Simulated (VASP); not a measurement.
A run of VASP 6.6.1 is set up as follows.

Contents of POSCAR:

```
C
1.0
    2.5098396852      0.0000000000      0.0000000000
   -1.2549198426      2.1735849268      0.0000000000
    0.0000000000      0.0000000000      8.2803246248
C
8
Direct
   -0.0111098238     -0.0081329555      0.0929334757
    0.0111098238      0.0081329555      0.5929334757
    0.0111098238      0.0081329555      0.4070665243
   -0.0111098238     -0.0081329555      0.9070665243
    0.3242633120      0.6600269502      0.1554962089
    0.6757366880      0.3399730498      0.6554962089
    0.3424033547      0.6733063831      0.3445037911
    0.6575966453      0.3266936169      0.8445037911
```

The input INCAR.step1:

```
SYSTEM = C
PREC     = Accurate       ! precision mode
ENCUT    = 520            ! plane-wave cutoff, eV
ISMEAR   = 0              ! smearing method
SIGMA    = 0.05           ! smearing width, eV
LREAL    = .False.        ! projectors in reciprocal space
LASPH    = .True.         ! aspherical terms in the spheres
NELM     = 60             ! most SCF steps
NBANDS   = 26             ! bands
GGA      = PE             ! functional
ALGO     = Normal         ! electronic algorithm
EDIFF    = 1E-4           ! SCF threshold, eV
LWAVE    = .True.         ! write WAVECAR
LCHARG   = .False.        ! write CHGCAR
```

Contents of INCAR.step2:

```
SYSTEM = C
PREC     = Accurate       ! precision mode
ENCUT    = 520            ! plane-wave cutoff, eV
EDIFF    = 1E-6           ! SCF threshold, eV
ISMEAR   = 0              ! smearing method
SIGMA    = 0.05           ! smearing width, eV
LREAL    = .False.        ! projectors in reciprocal space
LASPH    = .True.         ! aspherical terms in the spheres
NELM     = 60             ! most SCF steps
ALGO     = Normal         ! electronic algorithm
ISIF     = 2              ! what is computed and relaxed
LWAVE    = .False.        ! write WAVECAR
LCHARG   = .False.        ! write CHGCAR
METAGGA  = R2SCAN         ! meta-GGA
LMIXTAU  = .True.       
NBANDS   = 26             ! bands
ISTART   = 1
```

The input KPOINTS:

```
regular mesh
0
Gamma
  12 12 4
  0 0 0
```

Potentials or basis: VASP PAW PBE potentials, release 64 (C).

Command:

```bash
$ cat potpaw_PBE.64/C/POTCAR > POTCAR
$ cp INCAR.step1 INCAR
$ mpirun -np 1 vasp_std > vasp.out
$ cp INCAR.step2 INCAR
$ mpirun -np 1 vasp_std > vasp.out
```

(1) Predict the band gap on the k mesh.

(2) Estimate the pressure.

(3) Estimate the largest force.

Answers

(1) 4.78 eV (least direct gap 5.55 eV).

(2) 1.1 GPa.

(3) 0.180 eV/Å.

Caveat: the cell differs from its parent crystal (atoms displaced along a vibrational mode); the PAW data sets were made with another functional, which shifts forces and pressure a little.
